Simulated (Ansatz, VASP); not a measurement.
# One calculation of LiF, two programs

```xyz
12
Lattice="5.5929 0.0000 0.0000 0.0000 4.8649 2.4230 0.0000 -4.8649 2.4230" Properties=species:S:1:pos:R:3 pbc="T T T"
Li    1.8965   -0.9108    3.3693
Li    3.6964    0.9108    3.3693
Li    1.8965    0.9108    0.9463
Li    3.6964   -0.9108    0.9463
Li    4.7127   -2.4325    3.3678
Li    0.8802    2.4325    3.3678
F     3.7691   -0.9158    3.9009
F     1.8237    0.9158    3.9009
F     3.7691    0.9158    1.4779
F     1.8237   -0.9158    1.4779
F     0.9341    2.4325    1.4760
F     4.6588   -2.4325    1.4760
```

Alike in both runs: functional PBE; k mesh 4 × 6 × 6; occupations gaussian, width 0.02 eV; no spin polarisation.

Ansatz relaxed the structure, and its values are those at the end. VASP's run is a single point on that final structure, the one shown.

```csv
,VASP,Ansatz
version,VASP 6.6.1,Ansatz 0.2.0
potentials or method,"VASP PAW PBE potentials, release 64 (Li_sv, F), cutoff 520 eV","scalar-relativistic, plane waves, PAW"
valence electrons in the cell,60,60
```

```csv
,VASP,Ansatz,Ansatz less VASP
gap on the k mesh at the Fermi level (eV),7.23,7.24,+0.009
least direct gap on the mesh (eV),7.23,7.24,+0.009
```

Noted on VASP's run: the cutoff is short for stress, so the pressure is rough.
